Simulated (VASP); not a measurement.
# BaTiO3 (P4/mmm) in VASP: notebook

BaTiO3 is run at these levels: r2SCAN; tasks: single point.

Everything below comes from runs of VASP 6.6.1. Logs are shortened: lines on timing, memory, paths and dates and some standing lists are left out, and cuts for length are marked.

## Step 1: The cell of the first run

Symmetry: P4/mmm, No. 123, tetragonal system. Conventional cell: a = 4.114 Å, b = 4.114 Å, c = 3.922 Å, α = 90.00°, β = 90.00°, γ = 90.00°. Ba (site symmetry 4/mmm) has 12 O at 2.84 to 2.91 Å and 8 Ti at 3.51 Å within 3.7 Å. Ti (site symmetry 4/mmm) has 6 O at 1.96 to 2.06 Å within 2.6 Å. Within 2.7 Å of O (site symmetry mmm) lie 2 Ti at 2.06 Å. Within 2.6 Å of O (site symmetry 4/mmm) lie 2 Ti at 1.96 Å.

## Step 2: Single point, r2SCAN (biaxial strain in the a-b plane: +3.0 %)

Input file POSCAR:

```
BaTiO3
1.0
    4.1138599462      0.0000000000      0.0000000000
    0.0000000000      4.1138599462      0.0000000000
    0.0000000000      0.0000000000      3.9221460847
Ba Ti O
1 1 3
Direct
    0.5000000000      0.5000000000      0.5000000000
    0.0000000000      0.0000000000      0.0000000000
    0.5000000000      0.0000000000      0.0000000000
    0.0000000000      0.5000000000      0.0000000000
    0.0000000000      0.0000000000      0.5000000000
```

Input file INCAR.step1:

```
SYSTEM = BaTiO3
ALGO = Normal
EDIFF = 1E-4
ENCUT = 520
GGA = PE
ISMEAR = 0
LASPH = .True.
LCHARG = .False.
LREAL = .False.
LWAVE = .True.
NBANDS = 28
NELM = 60
PREC = Accurate
SIGMA = 0.02
```

Input file INCAR.step2:

```
SYSTEM = BaTiO3
ALGO = Normal
EDIFF = 1E-7
ENCUT = 520
ISIF = 2
ISMEAR = 0
ISTART = 1
LASPH = .True.
LCHARG = .False.
LMIXTAU = .True.
LREAL = .False.
LWAVE = .False.
METAGGA = R2SCAN
NBANDS = 28
NELM = 60
PREC = Accurate
SIGMA = 0.02
```

Input file KPOINTS:

```
k-points
0
Gamma
  8 8 8
  0 0 0
```

Potentials or basis: VASP PAW PBE potentials, release 64 (Ba_sv, Ti_sv, O).

Launch:

```sh
$ cat potpaw_PBE.64/Ba_sv/POTCAR potpaw_PBE.64/Ti_sv/POTCAR potpaw_PBE.64/O/POTCAR > POTCAR
$ cp INCAR.step1 INCAR
$ mpirun -np 1 vasp_std > vasp.out
$ cp INCAR.step2 INCAR
$ mpirun -np 1 vasp_std > vasp.out
```

OUTCAR:

```text
SYSTEM = BaTiO3
   EDIFF = 1E-7
   ENCUT = 520
   ISIF = 2
   ISMEAR = 0
   ISTART = 1
   LASPH = .True.
   LREAL = .False.
   METAGGA = R2SCAN
   NELM = 60
   PREC = Accurate

 ion  position               nearest neighbor table
   1  0.500  0.500  0.500-   3 2.84   4 2.84   3 2.84   4 2.84   3 2.84   3 2.84   4 2.84   4 2.84
                             5 2.91   5 2.91   5 2.91   5 2.91   2 3.51   2 3.51   2 3.51   2 3.51
   2  0.000  0.000  0.000-   5 1.96   5 1.96   3 2.06   4 2.06   4 2.06   3 2.06   1 3.51   1 3.51
                             1 3.51   1 3.51   1 3.51   1 3.51   1 3.51   1 3.51
   3  0.500  0.000  0.000-   2 2.06   2 2.06   1 2.84   1 2.84   1 2.84   1 2.84
   4  0.000  0.500  0.000-   2 2.06   2 2.06   1 2.84   1 2.84   1 2.84   1 2.84
   5  0.000  0.000  0.500-   2 1.96   2 1.96   1 2.91   1 2.91   1 2.91   1 2.91

  LATTYP: Found a simple tetragonal cell.
 ALAT       =     4.1138599462
 C/A-ratio  =     0.9533980583

  Lattice vectors:

 A1 = (   4.1138599462,   0.0000000000,   0.0000000000)
 A2 = (   0.0000000000,   4.1138599462,   0.0000000000)
 A3 = (   0.0000000000,   0.0000000000,   3.9221460847)

Analysis of symmetry for initial positions (statically):
=====================================================================
 Subroutine PRICEL returns:
 Original cell was already a primitive cell.

 Routine SETGRP: Setting up the symmetry group for a
 simple tetragonal supercell.

 Subroutine GETGRP returns: Found 16 space group operations
 (whereof 16 operations were pure point group operations)
 out of a pool of 16 trial point group operations.

The static configuration has the point symmetry D_4h.

Analysis of symmetry for dynamics (positions and initial velocities):
=====================================================================
 Subroutine PRICEL returns:
 Original cell was already a primitive cell.

 Routine SETGRP: Setting up the symmetry group for a
 simple tetragonal supercell.

 Subroutine GETGRP returns: Found 16 space group operations
 (whereof 16 operations were pure point group operations)
 out of a pool of 16 trial point group operations.

The dynamic configuration has the point symmetry D_4h.

 Subroutine INISYM returns: Found 16 space group operations
 (whereof 16 operations are pure point group operations),
 and found     1 'primitive' translations

----------------------------------------------------------------------------------------

                                     Primitive cell

  volume of cell :      66.3778

  direct lattice vectors                    reciprocal lattice vectors
     4.113859946  0.000000000  0.000000000     0.243080711  0.000000000  0.000000000
     0.000000000  4.113859946  0.000000000     0.000000000  0.243080711  0.000000000
     0.000000000  0.000000000  3.922146085     0.000000000  0.000000000  0.254962456

  length of vectors
     4.113859946  4.113859946  3.922146085     0.243080711  0.243080711  0.254962456

  position of ions in fractional coordinates (direct lattice)
     0.500000000  0.500000000  0.500000000
     0.000000000  0.000000000  0.000000000
     0.500000000  0.000000000  0.000000000
     0.000000000  0.500000000  0.000000000
     0.000000000  0.000000000  0.500000000

  ion indices of the primitive-cell ions
   primitive index   ion index
                 1           1
                 2           2
                 3           3
                 4           4
                 5           5

----------------------------------------------------------------------------------------

 KPOINTS: k-points

Automatic generation of k-mesh.
 Grid dimensions read from file:
 generate k-points for:    8    8    8

 Generating k-lattice:

  Cartesian coordinates                     Fractional coordinates (reciprocal lattice)
     0.030385089  0.000000000  0.000000000     0.125000000  0.000000000  0.000000000
     0.000000000  0.030385089  0.000000000     0.000000000  0.125000000  0.000000000
     0.000000000  0.000000000  0.031870307     0.000000000  0.000000000  0.125000000

  Length of vectors
     0.030385089  0.030385089  0.031870307

  Shift w.r.t. Gamma in fractional coordinates (k-lattice)
     0.000000000  0.000000000  0.000000000

 Subroutine IBZKPT returns following result:
 ===========================================

 Found     75 irreducible k-points:

 Following reciprocal coordinates:
            Coordinates               Weight
  0.000000  0.000000  0.000000      1.000000
  0.125000  0.000000  0.000000      4.000000
  0.250000  0.000000  0.000000      4.000000
  0.375000  0.000000  0.000000      4.000000
  0.500000  0.000000  0.000000      2.000000
  0.125000  0.125000  0.000000      4.000000
[... 16 lines left out ...]
  0.375000  0.125000  0.125000     16.000000
  0.500000  0.125000  0.125000      8.000000
 [... further k-points ...]
   k-points           NKPTS =     75   k-points in BZ     NKDIM =     75   number of bands    NBANDS=     28
   number of dos      NEDOS =    301   number of ions     NIONS =      5
   total plane-waves  NPLWV =  30720
   dimension x,y,z NGX =    32 NGY =   32 NGZ =   30
   dimension x,y,z NGXF=    64 NGYF=   64 NGZF=   60
   ions per type =               1   1   3
   NGX,Y,Z   is equivalent  to a cutoff of  12.93, 12.93, 12.72 a.u.
   NGXF,Y,Z  is equivalent  to a cutoff of  25.86, 25.86, 25.43 a.u.
 SYSTEM =  BaTiO3
   PREC   = accura    normal or accurate (medium, high low for compatibility)
   ISTART =      1    job   : 0-new  1-cont  2-samecut
   ICHARG =      0    charge: 1-file 2-atom 10-const
   ISPIN  =      1    spin polarized calculation?
   LNONCOLLINEAR =      F non collinear calculations
   LSORBIT =      F    spin-orbit coupling
   LASPH  =      T    aspherical Exc in radial PAW
   ENCUT  =  520.0 eV  38.22 Ry    6.18 a.u.   7.65  7.65  7.29*2*pi/ulx,y,z
   NELM   =     60;   NELMIN=  2; NELMDL=  0     # of ELM steps
   EDIFF  = 0.1E-06   stopping-criterion for ELM
   LREAL  =      F    real-space projection
   EDIFFG = 0.1E-05   stopping-criterion for IOM
   NSW    =      0    number of steps for IOM
   IBRION =     -1    ionic relax: 0-MD 1-quasi-New 2-CG
   NFREE  =      0    steps in history (QN), initial steepest desc. (CG)
   ISIF   =      2    stress and relaxation
   ISYM   =      2    0-nonsym 1-usesym 2-fastsym
   POTIM  = 0.5000    time-step for ionic-motion
   TEBEG  =    0.0;   TEEND  =   0.0 temperature during run
   PSTRESS=    0.0 pullay stress
   NELECT =      40.0000    total number of electrons
   NUPDOWN=      -1.0000    fix difference up-down
   EMIN   =  10.00;   EMAX   =-10.00  energy-range for DOS
   EFERMI =   0.00;   METHOD = LEGACY
   ISMEAR =     0;   SIGMA  =   0.02  broadening in eV -4-tet -1-fermi 0-gaus
   EFERMI_NEDOS =   21; number of points for ismear=-14 and -15
   IALGO  =     38    algorithm
   IMIX   =      4    mixing-type and parameters
     AMIX     =   0.40;   BMIX     =  1.00
     AMIX_MAG =   1.60;   BMIX_MAG =  1.00
  volume/ion in A,a.u.               =      13.28        89.59
  Fermi-wavevector in a.u.,A,eV,Ry     =   1.382783  2.613080 26.015533  1.912088
  Thomas-Fermi vector in A             =   2.507442
   LORBIT       =      0    0 simple, 1 ext, 2 COOP (PROOUT), +10 PAW based schemes
   METAGGA = R2SCAN    functional components
   LHFCALC =     F    Hartree Fock is set to
   AEXX    =    0.0000 exact exchange contribution
   IVDW    =     0    specifies the selected vdW correction
   LEPSILON=     F    determine dielectric tensor
   LRPA    =     F    only Hartree local field effects (RPA)
 non-spin polarized calculation
 Gauss-broadening in eV      SIGMA  =   0.02
  energy-cutoff  :      520.00
  volume of cell :       66.38
 maximum number of plane-waves:      1806
 NGX is ok and might be reduce to    32
   NGX = 15   NGY = 15   NGZ = 15

 number of electron      40.0000015 magnetization

 Free energy of the ion-electron system (eV)
  ---------------------------------------------------
  ext. energy  EPLUGINS =         0.00000000
  ---------------------------------------------------
  free energy    TOTEN  =       -74.14957975 eV

  energy without entropy =      -74.14957975  energy(sigma->0) =      -74.14957975

 E-fermi :   3.4136     XC(G=0): -11.7223

 val. band max:        3.3091488061   @ k =   0.5000   0.5000   0.5000
 cond. band min:       5.2674781062   @ k =   0.0000   0.0000   0.0000
 fundamental gap:      1.9583293000
 Fermi energy:         3.4135516633

 k-point     1 :       0.0000    0.0000    0.0000
  band No.  band energies     occupation
      1     -55.7650      2.00000
      2     -30.9221      2.00000
      3     -30.8983      2.00000
      4     -30.8983      2.00000
      5     -22.2894      2.00000
      6     -14.6081      2.00000
[... 20 lines left out ...]
     27       9.0764      0.00000
     28      11.2021      0.00000

 k-point     2 :       0.1250    0.0000    0.0000
  band No.  band energies     occupation
      1     -55.7649      2.00000
      2     -30.9219      2.00000
      3     -30.9041      2.00000
      4     -30.8981      2.00000
      5     -22.2756      2.00000
      6     -14.6254      2.00000
[... 20 lines left out ...]
     27       9.3529      0.00000
     28      11.5484      0.00000

 k-point     3 :       0.2500    0.0000    0.0000
  band No.  band energies     occupation
      1     -55.7647      2.00000
      2     -30.9214      2.00000
      3     -30.9181      2.00000
      4     -30.8976      2.00000
      5     -22.2419      2.00000
      6     -14.6851      2.00000
[... 20 lines left out ...]
     27      10.0620      0.00000
     28      12.2416      0.00000

 k-point     4 :       0.3750    0.0000    0.0000
  band No.  band energies     occupation
      1     -55.7644      2.00000
      2     -30.9319      2.00000
      3     -30.9210      2.00000
      4     -30.8972      2.00000
      5     -22.2077      2.00000
      6     -14.7633      2.00000
[... 578 lines left out ...]
     27      10.5205      0.00000
     28      12.1039      0.00000

 k-point    23 :       0.3750    0.1250    0.1250
  band No.  band energies     occupation
      1     -55.7641      2.00000
      2     -30.9314      2.00000
      3     -30.9311      2.00000
      4     -30.9025      2.00000
      5     -22.1839      2.00000
      6     -14.6356      2.00000
[... 20 lines left out ...]
     27      11.3069      0.00000
     28      12.4968      0.00000

 k-point    24 :       0.5000    0.1250    0.1250
  band No.  band energies     occupation
      1     -55.7640      2.00000
      2     -30.9368      2.00000
      3     -30.9312      2.00000
      4     -30.9022      2.00000
      5     -22.1710      2.00000
      6     -14.6606      2.00000
[... 20 lines left out ...]
     27      11.6571      0.00000
     28      12.6509      0.00000

 [... further k-points ...]
[... 5 lines left out ...]
  --------------------------------------------------------------------------------------
  -------------------------------------------------------------------------------------
  Total       -3.0909958     -3.0909958      0.5679441      0.0000000      0.0000000      0.0000000
  in kB      -74.6081428    -74.6081428     13.7086104      0.0000000      0.0000000      0.0000000
  external PRESSURE =     -45.1692251 kB  Pullay stress =       0.0000000 kB

 VOLUME and BASIS-vectors are now :
 -----------------------------------------------------------------------------
  energy-cutoff  :      520.00
  volume of cell :       66.38
      direct lattice vectors                 reciprocal lattice vectors
     4.113859946  0.000000000  0.000000000     0.243080711  0.000000000  0.000000000
     0.000000000  4.113859946  0.000000000     0.000000000  0.243080711  0.000000000
     0.000000000  0.000000000  3.922146085     0.000000000  0.000000000  0.254962456

 POSITION                                       TOTAL-FORCE (eV/Angst)
 -----------------------------------------------------------------------------------
      2.05693      2.05693      1.96107         0.000000      0.000000      0.000000
      0.00000      0.00000      0.00000         0.000000      0.000000      0.000000
      2.05693      0.00000      0.00000         0.000000      0.000000      0.000000
      0.00000      2.05693      0.00000         0.000000      0.000000      0.000000
      0.00000      0.00000      1.96107         0.000000      0.000000      0.000000
 -----------------------------------------------------------------------------------
    total drift:                                0.000000      0.000000     -0.000000

  FREE ENERGIE OF THE ION-ELECTRON SYSTEM (eV)
  ---------------------------------------------------
  free  energy   TOTEN  =       -74.1495797547 eV

  energy  without entropy=      -74.1495797547  energy(sigma->0) =      -74.14957975
```

Wall time 9.8 min (1 thread of Intel Xeon Platinum 8259CL at 2.50GHz (Skylake/Cascade Lake), shared host); peak memory 0.28 GiB.

Results:

```
Free energy            : -74.1496 eV
Pressure               : -4.5 GPa
Band gap on the k mesh : 1.96 eV, indirect (least direct gap 2.15 eV)
```

Stress tensor (GPa, compression positive):
```
-7.46  0.00  0.00
 0.00 -7.46  0.00
 0.00  0.00  1.37
```

Caveat: the cell differs from its parent crystal (biaxial strain in the a-b plane: +3.0 %); the PAW data sets were made with another functional, which shifts forces and pressure a little; spin-orbit coupling is left out, which moves the levels of the heavy elements. A k mesh can miss the band edges.

## Step 3: Single point, r2SCAN (biaxial strain in the a-b plane: -2.0 %, then relaxed in part)

POSCAR: that of step 2 with these lines changed.

```diff
@@ -2,5 +2,5 @@
 1.0
-    4.1138599462      0.0000000000      0.0000000000
-    0.0000000000      4.1138599462      0.0000000000
-    0.0000000000      0.0000000000      3.9221460847
+    3.9141580071      0.0000000000      0.0000000000
+    0.0000000000      3.9141580071      0.0000000000
+    0.0000000000      0.0000000000      4.0552353830
 Ba Ti O
```

Input file INCAR.step1:

```
  PREC = Accurate
  ENCUT = 520
  ISMEAR = 0
  SIGMA = 0.02
  LREAL = False
  LASPH = True
  NELM = 100
  NBANDS = 28
  GGA = PE
  ALGO = Normal
  EDIFF = 1E-4
  LWAVE = True
  LCHARG = False
```

Input file INCAR.step2:

```
  PREC = Accurate
  ENCUT = 520
  EDIFF = 1E-6
  ISMEAR = 0
  SIGMA = 0.02
  LREAL = False
  LASPH = True
  NELM = 100
  ALGO = Normal
  ISIF = 2
  LWAVE = False
  LCHARG = True
  METAGGA = R2SCAN
  LMIXTAU = True
  LELF = True
  LVHAR = True
  NBANDS = 28
  ISTART = 1
```

Input file KPOINTS:

```
Automatic mesh
0
Gamma
  8 8 8
```

Potentials or basis: VASP PAW PBE potentials, release 64 (Ba_sv, Ti_sv, O).

Launch:

```sh
$ cat potpaw_PBE.64/Ba_sv/POTCAR potpaw_PBE.64/Ti_sv/POTCAR potpaw_PBE.64/O/POTCAR > POTCAR
$ cp INCAR.step1 INCAR
$ mpirun -np 1 vasp_std > vasp.out
$ cp INCAR.step2 INCAR
$ mpirun -np 1 vasp_std > vasp.out
```

It took 3 min on 1 thread of Intel Xeon 6975P-C (Granite Rapids), shared host; peak memory 0.26 GiB.

The run converged. Its results:

- Free energy: -74.1474 eV
- Pressure: 7.3 GPa
- Band gap on the k mesh: 2.14 eV, indirect (least direct gap 2.30 eV)

Stress tensor (GPa, compression positive):
```
10.02  0.00  0.00
 0.00 10.02  0.00
 0.00  0.00  2.00
```

Levels at points of the mesh, in eV from the valence-band top:
```csv
k point,band 18,band 19,band 20,band 21,band 22,band 23
"(0.00, 0.00, 0.00)",-0.21,-0.16,-0.16,2.14,2.14,2.20
"(0.50, 0.00, 0.00)",-1.97,-0.84,-0.78,2.32,4.08,4.09
"(0.50, 0.50, 0.00)",-0.70,-0.70,-0.07,4.09,4.09,4.58
"(0.00, 0.00, 0.50)",-1.64,-0.77,-0.77,2.34,3.77,3.77
"(0.50, 0.00, 0.50)",-1.04,-1.03,-0.20,3.78,4.10,4.39
"(0.50, 0.50, 0.50)",-0.07,-0.07,0.00,4.66,4.66,4.83
```

Caveat: the cell differs from its parent crystal (biaxial strain in the a-b plane: -2.0 %, then relaxed in part); the PAW data sets were made with another functional, which shifts forces and pressure a little; spin-orbit coupling is left out, which moves the levels of the heavy elements. A k mesh can miss the band edges.
